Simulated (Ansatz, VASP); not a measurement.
## Two plane-wave programs on Pt

```
Pt
1.0
     2.70819    0.00000    0.00000
    -1.35410    2.34536    0.00000
     0.00000    0.00000    4.67740
Pt
2
Cartesian
  1.2588 0.6865 3.5080
  0.0953 1.6589 1.1693
```

Change from the starting cell: mode 1 frozen in at -0.095 Å and mode 2 at -0.095 Å (largest displacements).

Alike in both runs: task single point; functional LDA; k mesh 18 × 18 × 10; occupations gaussian, width 0.15 eV; no spin polarisation.

```csv
,VASP,Ansatz
version,VASP 6.6.1,Ansatz 0.2.0
potentials or method,"VASP PAW LDA potentials, release 64 (Pt), cutoff 520 eV","scalar-relativistic, plane waves, PAW"
valence electrons in the cell,20,36
```

VASP gave:

```
gap on the k mesh at the Fermi level (eV)                     : none
pressure (GPa)                                                : 1.3
traceless stress, the component that is largest in VASP (GPa) : -0.83
rms of the force components (eV/Å)                            : 0.109
```

Q: Estimate Ansatz's values.

A: gap on the k mesh at the Fermi level (eV): none; pressure (GPa): 0.6; traceless stress, the component that is largest in VASP (GPa): -0.90; rms of the force components (eV/Å): 0.113.

LDA's correlation is that of Perdew and Zunger in VASP and of Perdew and Wang (1992) in Ansatz. Atom by atom the forces differ by 0.006 eV/Å (rms over components). A gap of «none» marks a metal or a gap that the smearing closes. VASP's potentials hold 20 valence electrons a cell and Ansatz's 36, so a difference there can come from the potentials and not from the codes.

Spin-orbit coupling is off throughout.
